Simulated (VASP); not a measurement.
Here is a VASP 6.6.1 calculation.

INCAR

```
SYSTEM = Ba3MgF8
PREC = Accurate
ENCUT = 520
EDIFF = 1E-6
ISMEAR = -1
SIGMA = 0.02
LREAL = .False.
LASPH = .True.
NELM = 100
ALGO = Normal
ISIF = 2
LWAVE = .False.
LCHARG = .False.
GGA = PE
NBANDS = 56
```

The input KPOINTS:

```
Automatic mesh
0
Gamma
  4 4 6
  0 0 0
```

File POSCAR:

```
Ba3MgF8
1.0
    4.0448402709     -5.8966301511      0.0000000000
    4.0448402709      5.8966301511      0.0000000000
    0.0000000000      0.0000000000      4.3520779574
Ba F Mg
3 8 1
Direct
    0.0000000000      0.0000000000      0.0000000000
    0.5000000000      0.0000000000      0.5000000000
    0.0000000000      0.5000000000      0.5000000000
    0.3892166984      0.6107833016      0.5000000000
    0.1187080054      0.8812919946      0.5000000000
    0.8211494335      0.5939552201      0.0000000000
    0.5939552201      0.8211494335      0.0000000000
    0.4060447799      0.1788505665      0.0000000000
    0.1788505665      0.4060447799      0.0000000000
    0.8812919946      0.1187080054      0.5000000000
    0.6107833016      0.3892166984      0.5000000000
    0.5000000000      0.5000000000      0.0000000000
```

Potentials or basis: VASP PAW PBE potentials, release 64 (Ba_sv, F, Mg).

Launch:

```bash
$ cat potpaw_PBE.64/Ba_sv/POTCAR potpaw_PBE.64/F/POTCAR potpaw_PBE.64/Mg/POTCAR > POTCAR
$ mpirun -np 1 vasp_std > vasp.out
```

Estimate the band gap on the k mesh.

5.10 eV (least direct gap 5.13 eV).

Estimate the pressure.

2.9 GPa.

What does it give for the largest force?

0.085 eV/Å.

Stress tensor (GPa, compression positive):
```
3.03 0.00 0.00
0.00 2.91 0.00
0.00 0.00 2.69
```

Caveat: spin-orbit coupling is left out, which moves the levels of the heavy elements. A k mesh can miss the band edges.
